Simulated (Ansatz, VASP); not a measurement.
SnO in VASP and in Ansatz

File INCAR:

```
SYSTEM = SnO
  PREC = Accurate
  ENCUT = 910
  EDIFF = 1E-6
  ISMEAR = 0
  SIGMA = 0.05
  LREAL = .FALSE.
  LASPH = .TRUE.
  NELM = 120
  ALGO = Normal
  ISIF = 2
  LWAVE = .FALSE.
  LCHARG = .FALSE.
  LDIPOL = .TRUE.
  IDIPOL = 3
  DIPOL = 0.5 0.5 0.394
  GGA = PE
  IVDW = 12
  NBANDS = 50
  GGA_COMPAT = .FALSE.
  NELMDL = -8
```

The input KPOINTS:

```
Automatic mesh
0
G
  7 7 1
  0 0 0
```

Contents of POSCAR:

```
SnO
1.0
    3.8201528543      0.0002954551      0.0000000000
   -0.0003145191      3.8201528528      0.0000000000
    0.0000000000      0.0000000000     22.2260743460
Sn O
4 4
Direct
    0.9999452911      0.9999452911      0.2024649036
    0.4999452911      0.4999452911      0.3087831466
    0.7499452911      0.7499452911      0.4797535096
    0.2499452911      0.2499452911      0.5860717526
    0.9999461074      0.4999461074      0.2556240251
    0.4999461074      0.9999461074      0.2556240251
    0.7499461074      0.2499461074      0.5329126311
    0.2499461074      0.7499461074      0.5329126311
```

Input for Ansatz:

```yaml
crystal:
  lattice:
    - [3.8201528543, 0.0002954551, 0.0]
    - [-0.0003145191, 3.8201528528, 0.0]
    - [0.0, 0.0, 22.226074346]
  atoms:
    - { symbol: Sn, position: [0.9999452911, 0.9999452911, 0.2024649036] }
    - { symbol: O, position: [0.9999461074, 0.4999461074, 0.2556240251] }
    - { symbol: O, position: [0.4999461074, 0.9999461074, 0.2556240251] }
    - { symbol: Sn, position: [0.4999452911, 0.4999452911, 0.3087831466] }
    - { symbol: Sn, position: [0.7499452911, 0.7499452911, 0.4797535096] }
    - { symbol: O, position: [0.7499461074, 0.2499461074, 0.5329126311] }
    - { symbol: O, position: [0.2499461074, 0.7499461074, 0.5329126311] }
    - { symbol: Sn, position: [0.2499452911, 0.2499452911, 0.5860717526] }
basis:
  ecutwfc: 420
kpoints:
  mp_grid: { grid: [7, 7, 1] }
hamiltonian:
  xc: pbe
  pseudopotentials: { kind: paw, azcp: { folder: soft_1 } }
  dispersion: d3bj
scf:
  occupations: { method: gaussian, width: 0.05 }
output:
  forces: true
  eigenvalues: true
efield:
  axis: 3
  dipole_correction: true
  ramp_width: 0.04
```

Alike in both runs: task single point; functional PBE; dispersion D3(BJ); k mesh 7 × 7 × 1; occupations gaussian, width 0.05 eV; no spin polarisation.

|  | VASP | Ansatz |
| --- | --- | --- |
| version | VASP 6.6.1 | Ansatz 0.2.0 |
| potentials or method | VASP PAW PBE potentials, release 64 (Sn_d, O_h), cutoff 910 eV | scalar-relativistic, plane waves, PAW |
| valence electrons in the cell | 80 | 80 |

|  | VASP | Ansatz | Ansatz less VASP |
| --- | --- | --- | --- |
| gap on the k mesh at the Fermi level (eV) | 2.31 | 2.32 | +0.007 |
| least direct gap on the mesh (eV) | 2.48 | 2.52 | +0.042 |
| rms of the force components (eV/Å) | 0.038 | 0.032 | -0.0059 |

Noted on VASP's run: the cutoff is short for stress, so the pressure is rough.
